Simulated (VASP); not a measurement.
A run of VASP 6.6.1 is set up as follows.

The input POSCAR:

```
AlN
1.0
    0.0000000000      2.1839935596      2.1839935596
    2.1839935596      0.0000000000      2.1839935596
    2.1839935596      2.1839935596      0.0000000000
Al N
1 1
Direct
   -0.0364238770      0.0000000000      0.0000000000
    0.7500000000      0.7500000000      0.7500000000
```

File INCAR.step1:

```
SYSTEM = AlN
ALGO     = Normal         ! electronic algorithm
EDIFF    = 1E-4           ! SCF threshold, eV
ENCUT    = 520            ! plane-wave cutoff, eV
GGA      = PE             ! functional
ISMEAR   = 0              ! smearing method
LASPH    = .True.         ! aspherical terms in the spheres
LCHARG   = .False.        ! write CHGCAR
LREAL    = .False.        ! projectors in reciprocal space
LWAVE    = .True.         ! write WAVECAR
NBANDS   = 11             ! bands
NELM     = 100            ! most SCF steps
PREC     = Accurate       ! precision mode
SIGMA    = 0.05           ! smearing width, eV
```

File INCAR.step2:

```
SYSTEM = AlN
ALGO     = Normal         ! electronic algorithm
EDIFF    = 1E-6           ! SCF threshold, eV
ENCUT    = 520            ! plane-wave cutoff, eV
ISIF     = 2              ! what is computed and relaxed
ISMEAR   = 0              ! smearing method
ISTART   = 1            
LASPH    = .True.         ! aspherical terms in the spheres
LCHARG   = .False.        ! write CHGCAR
LMIXTAU  = .True.       
LREAL    = .False.        ! projectors in reciprocal space
LWAVE    = .False.        ! write WAVECAR
METAGGA  = R2SCAN         ! meta-GGA
NBANDS   = 11             ! bands
NELM     = 100            ! most SCF steps
PREC     = Accurate       ! precision mode
SIGMA    = 0.05           ! smearing width, eV
```

Contents of KPOINTS:

```
k-points
0
Gamma
  10 10 10
  0 0 0
```

Potentials or basis: VASP PAW PBE potentials, release 64 (Al, N).

Command:

```console
$ cat potpaw_PBE.64/Al/POTCAR potpaw_PBE.64/N/POTCAR > POTCAR
$ cp INCAR.step1 INCAR
$ mpirun -np 1 vasp_std > vasp.out
$ cp INCAR.step2 INCAR
$ mpirun -np 1 vasp_std > vasp.out
```

(1) Estimate the band gap on the k mesh.

(2) Estimate the pressure.

(3) Estimate the largest force.

Results:

(1) 3.63 eV, indirect (least direct gap 4.57 eV).

(2) 1.5 GPa.

(3) 1.784 eV/Å.

Caveat: the cell differs from its parent crystal (all Al atoms moved +0.113 Å, as atom 1 towards its neighbour atom 1 (Al) at 3.089 Å); the PAW data sets were made with another functional, which shifts forces and pressure a little.
